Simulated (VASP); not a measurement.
**Ca: single point with LDA**

Crystal: Ca.

```
Ca
1.0
    -2.20520    2.20520    2.19611
     2.20520   -2.20520    2.19611
     2.20520    2.20520   -2.19611
Ca
1
Direct
  0.50000 0.50000 0.00000
```

```json
{
 "Program": "VASP 6.6.1",
 "Task": "single point",
 "Functional": "LDA",
 "Potentials or basis": "VASP PAW LDA potentials, release 64 (Ca_sv)",
 "Cutoff": "520 eV",
 "k mesh": "5 × 5 × 5",
 "Occupations": "fermi-dirac, width 0.05 eV",
 "Spin": "no spin polarisation",
 "Dipole correction": "no",
 "Further INCAR settings": "ALGO = Normal; EDIFF = 1e-07; NBANDS = 11"
}
```

The pressure is -1.9 GPa and the band gap on the k mesh is zero (band 5 reaches 1.91 eV, above the bottom of band 6 at 1.82 eV).

Levels at points of the mesh, in eV from the Fermi level:
```
           k point  band 1  band 2  band 3  band 4  band 5  band 6  band 7  band 8  band 9  band 10
(0.00, 0.00, 0.00)  -41.62  -22.83  -22.83  -22.83   -4.04    2.14    2.15    2.15    3.20     3.22
```

Wall time 4.4 s on 1 thread of Intel(R) Xeon(R) 6975P-C (Granite Rapids), with other jobs on the host, peak memory 0.14 GiB.

Caveat: the k points lie up to 0.40 Å⁻¹ apart.
